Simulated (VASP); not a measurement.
Write the native input for VASP 6.6.1 that does the following.

```
Task                   : single point
Functional             : PBE
Potentials or basis    : VASP PAW PBE potentials, release 64 (Ba_sv)
Cutoff                 : 520 eV
k mesh                 : 8 × 8 × 2
Occupations            : fermi-dirac, width 0.08 eV
Spin                   : no spin polarisation
Dipole correction      : no
Further INCAR settings : ALGO = Normal; EDIFF = 1e-07; NBANDS = 28
```

The structure of Ba lies in POSCAR:

```
Ba
1.0
    3.6789730324      0.0000000000      0.0000000000
   -1.8394865162      3.1860841059      0.0000000000
    0.0000000000      0.0000000000     12.0115230742
Ba
4
Direct
    0.0000000000      0.0000000000      0.0000000000
    0.0000000000      0.0000000000      0.5000000000
    0.3333333333      0.6666666667      0.2500000000
    0.6666666667      0.3333333333      0.7500000000
```

This cell differs from its parent crystal: volume scaled by 0.55.

The input as run:

INCAR

```
SYSTEM = Ba
  PREC = Accurate
  ENCUT = 520
  EDIFF = 1E-7
  ISMEAR = -1
  SIGMA = 0.08
  LREAL = .False.
  LASPH = .True.
  NELM = 80
  ALGO = Normal
  ISIF = 2
  LWAVE = .False.
  LCHARG = .False.
  GGA = PE
  NBANDS = 28
```

KPOINTS

```
Automatic mesh
0
Gamma
  8 8 2
  0 0 0
```

Potentials or basis: VASP PAW PBE potentials, release 64 (Ba_sv).

Launch:

```console
$ cat potpaw_PBE.64/Ba_sv/POTCAR > POTCAR
$ mpirun -np 1 vasp_std > vasp.out
```

Results of the run:

```
Pressure               : 10.5 GPa
Band gap on the k mesh : zero (band 20 reaches 4.65 eV, above the bottom of band 21 at 3.53 eV)
```

Caveat: spin-orbit coupling is left out, which moves the levels of the heavy elements.

Run time: 2.1 min on 1 thread of AMD EPYC 7R13 (shared host), peak memory 0.24 GiB.
